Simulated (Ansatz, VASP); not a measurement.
# Two plane-wave programs on Si2Ni

INCAR

```
ALGO = Normal ; EDIFF = 1E-6
ENCUT = 520 ; GGA = PE
ISIF = 2 ; ISMEAR = 0
LASPH = True ; LCHARG = True
LELF = True ; LREAL = False
LVHAR = True ; LWAVE = False
NBANDS = 16 ; NELM = 60
PREC = Accurate ; SIGMA = 0.1
```

The input KPOINTS:

```
k-points
0
Gamma
  14 14 14
```

POSCAR

```
Si2Ni
1.0
    0.0000000000      2.6098213317      2.6098213317
    2.6098213317      0.0000000000      2.6098213317
    2.6098213317      2.6098213317      0.0000000000
Si Ni
2 1
Direct
    0.2500000000      0.2500000000      0.2500000000
    0.7500000000      0.7500000000      0.7500000000
    0.0000000000      0.0000000000      0.0000000000
```

Input for Ansatz:

```yaml
crystal:
  lattice:
    - [0.0, 2.6098213317, 2.6098213317]
    - [2.6098213317, 0.0, 2.6098213317]
    - [2.6098213317, 2.6098213317, 0.0]
  atoms:
    - { symbol: Si, position: [0.25, 0.25, 0.25] }
    - { symbol: Si, position: [0.75, 0.75, 0.75] }
    - { symbol: Ni, position: [0.0, 0.0, 0.0] }
basis:
  ecutwfc: 420
kpoints:
  mp_grid: { grid: [14, 14, 14] }
hamiltonian:
  xc: pbe
scf:
  occupations: { method: gaussian, width: 0.1 }
output:
  forces: true
  stress: true
  eigenvalues: true
  write_density: true
  write_potential: true
  elf: true
  volumetric_format: npy
```

Alike in both runs: task single point; functional PBE; k mesh 14 × 14 × 14; occupations gaussian, width 0.1 eV; no spin polarisation.

```csv
,VASP,Ansatz
version,VASP 6.6.1,Ansatz 0.2.0
potentials or method,"VASP PAW PBE potentials, release 64 (Si, Ni), cutoff 520 eV","scalar-relativistic, plane waves, PAW"
valence electrons in the cell,18,26
```

```csv
,VASP,Ansatz,Ansatz less VASP
gap on the k mesh at the Fermi level (eV),none,none,-
pressure (GPa),24.4,24.6,+0.20
```

A gap of «none» marks a metal or a gap that the smearing closes. The functional is the same, so the differences come from potentials, cutoffs and numerics. VASP's potentials hold 18 valence electrons a cell and Ansatz's 26, so a difference there can come from the potentials and not from the codes.
